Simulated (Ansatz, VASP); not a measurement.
# One calculation of TiC, two programs

INCAR

```
SYSTEM = TiC
PREC = Accurate
ENCUT = 520
EDIFF = 1E-7
ISMEAR = 0
SIGMA = 0.1
LREAL = .False.
LASPH = .True.
NELM = 100
ALGO = Normal
ISIF = 2
LWAVE = .False.
LCHARG = .False.
LDIPOL = .True.
IDIPOL = 3
DIPOL = 0.5 0.5 0.500
GGA = PS
NBANDS = 69
```

KPOINTS

```
Automatic mesh
0
Gamma
  10 10 1
  0 0 0
```

The input POSCAR:

```
TiC
1.0
    3.0355752600      0.0000000000      0.0000000000
    0.0000000000      3.0355752600      0.0000000000
    0.0000000000      0.0000000000     28.8788551070
Ti C
7 7
Direct
    0.5000000000      0.5000000000      0.2770192922
    0.0000000000      0.0000000000      0.3513461948
    0.5000000000      0.5000000000      0.4256730974
    0.0000000000      0.0000000000      0.5000000000
    0.5000000000      0.5000000000      0.5743269026
    0.0000000000      1.0000000000      0.6486538052
    0.5000000000      0.5000000000      0.7229807078
    0.0000000000      1.0000000000      0.2770192922
    0.5000000000      0.5000000000      0.3513461948
    0.0000000000      1.0000000000      0.4256730974
    0.5000000000      0.5000000000      0.5000000000
    1.0000000000      0.0000000000      0.5743269026
    0.5000000000      0.5000000000      0.6486538052
    0.0000000000      1.0000000000      0.7229807078
```

Input for Ansatz:

```yaml
crystal:
  lattice:
    - [3.03557526, 0.0, 0.0]
    - [0.0, 3.03557526, 0.0]
    - [0.0, 0.0, 28.878855107]
  atoms:
    - { symbol: Ti, position: [0.5, 0.5, 0.2770192922] }
    - { symbol: C, position: [0.0, 1.0, 0.2770192922] }
    - { symbol: Ti, position: [0.0, 0.0, 0.3513461948] }
    - { symbol: C, position: [0.5, 0.5, 0.3513461948] }
    - { symbol: Ti, position: [0.5, 0.5, 0.4256730974] }
    - { symbol: C, position: [0.0, 1.0, 0.4256730974] }
    - { symbol: Ti, position: [0.0, 0.0, 0.5] }
    - { symbol: C, position: [0.5, 0.5, 0.5] }
    - { symbol: Ti, position: [0.5, 0.5, 0.5743269026] }
    - { symbol: C, position: [1.0, 0.0, 0.5743269026] }
    - { symbol: Ti, position: [0.0, 1.0, 0.6486538052] }
    - { symbol: C, position: [0.5, 0.5, 0.6486538052] }
    - { symbol: Ti, position: [0.5, 0.5, 0.7229807078] }
    - { symbol: C, position: [0.0, 1.0, 0.7229807078] }
basis:
  ecutwfc: 420
kpoints:
  mp_grid: { grid: [10, 10, 1] }
scf:
  occupations: { method: gaussian, width: 0.1 }
  n_extra_bands: 4
hamiltonian:
  xc: pbesol
  pseudopotentials: { kind: paw, azcp: { folder: soft_1 } }
output:
  eigenvalues: true
  forces: true
  stress: false
efield:
  axis: 3
  dipole_correction: true
```

Alike in both runs: task single point; functional PBEsol; k mesh 10 × 10 × 1; occupations gaussian, width 0.1 eV; no spin polarisation.

|  | VASP | Ansatz |
| --- | --- | --- |
| version | VASP 6.6.1 | Ansatz 0.2.0 |
| potentials or method | VASP PAW PBE potentials, release 64 (Ti_sv, C), cutoff 520 eV | plane-wave PAW, scalar-relativistic |
| valence electrons in the cell | 112 | 112 |

Ansatz gave:

- rms of the force components (eV/Å): 0.425

Problem. What did VASP give for the same quantities?

Solution. rms of the force components (eV/Å): 0.424.

VASP's potentials were made for PBE, not for PBEsol, and Ansatz warns of the same on its side. With one functional, cell and mesh, what is left measures potentials, basis and numerics. Ansatz's warnings: vacuum below fermi.
